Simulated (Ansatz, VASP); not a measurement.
**SbS4: VASP beside Ansatz**

File INCAR:

```
  ALGO = Normal
  EDIFF = 1E-6
  EDIFFG = -0.01
  ENCUT = 600
  GGA = PE
  IBRION = 2
  ISIF = 3
  ISMEAR = 0
  LASPH = T
  LCHARG = F
  LREAL = F
  LWAVE = F
  NELM = 80
  NSW = 100
  PREC = Accurate
  SIGMA = 0.1
```

KPOINTS

```
k-points
0
Gamma
  8 8 8
```

Contents of POSCAR:

```
SbS4
1.0
    4.8356732254      0.0000000000      0.0000000000
    0.0000000000      4.8356732254      0.0000000000
    0.0000000000      0.0000000000      4.8356732254
Sb S
1 4
Direct
    0.0000000000      0.0000000000      0.0000000000
    0.2900861425      0.2900861425      0.2900861425
    0.7099138575      0.7099138575      0.2900861425
    0.2900861425      0.7099138575      0.7099138575
    0.7099138575      0.2900861425      0.7099138575
```

Input for Ansatz:

```yaml
crystal:
  lattice:
    - [4.8356732254, 0.0, 0.0]
    - [0.0, 4.8356732254, 0.0]
    - [0.0, 0.0, 4.8356732254]
  atoms:
    - { symbol: Sb, position: [0.0, 0.0, 0.0] }
    - { symbol: S, position: [0.2900861425, 0.2900861425, 0.2900861425] }
    - { symbol: S, position: [0.7099138575, 0.7099138575, 0.2900861425] }
    - { symbol: S, position: [0.2900861425, 0.7099138575, 0.7099138575] }
    - { symbol: S, position: [0.7099138575, 0.2900861425, 0.7099138575] }
basis:
  ecutwfc: 420
kpoints:
  mp_grid: { grid: [8, 8, 8] }
hamiltonian:
  xc: pbe
scf:
  occupations: { method: gaussian, width: 0.1 }
output:
  forces: true
  stress: true
  eigenvalues: true
  write_density: true
  write_potential: true
  elf: true
  volumetric_format: npy
relax:
  adjacent_minimum: "off"
  f_tol: 0.01
  max_steps: 80
  cell: { stress_tol: 0.05 }
```

Change from the starting cell: species swapped into the SnI4 type (P-43m, No. 215).

Alike in both runs: task relaxation of cell and atoms; functional PBE; k mesh 8 × 8 × 8; occupations gaussian, width 0.1 eV; no spin polarisation.

|  | VASP | Ansatz |
| --- | --- | --- |
| version | VASP 6.6.1 | Ansatz 0.2.0 |
| potentials or method | VASP PAW PBE potentials, release 64 (Sb, S), cutoff 600 eV | scalar-relativistic, plane waves, PAW |
| valence electrons in the cell | 29 | 39 |

Ansatz gave:

* gap on the k mesh at the Fermi level, each at its own relaxed structure (eV): none
* relaxed volume (Å³/atom): 22.83
* relaxed cell length with the largest relative difference (Å): 4.851

Estimate VASP's values.

gap on the k mesh at the Fermi level, each at its own relaxed structure (eV): none; relaxed volume (Å³/atom): 22.80; relaxed cell length with the largest relative difference (Å): 4.848.

A gap of «none» marks a metal or a gap that the smearing closes. VASP's potentials hold 29 valence electrons a cell and Ansatz's 39, so a difference there can come from the potentials and not from the codes.

Neither program's run includes spin-orbit coupling.
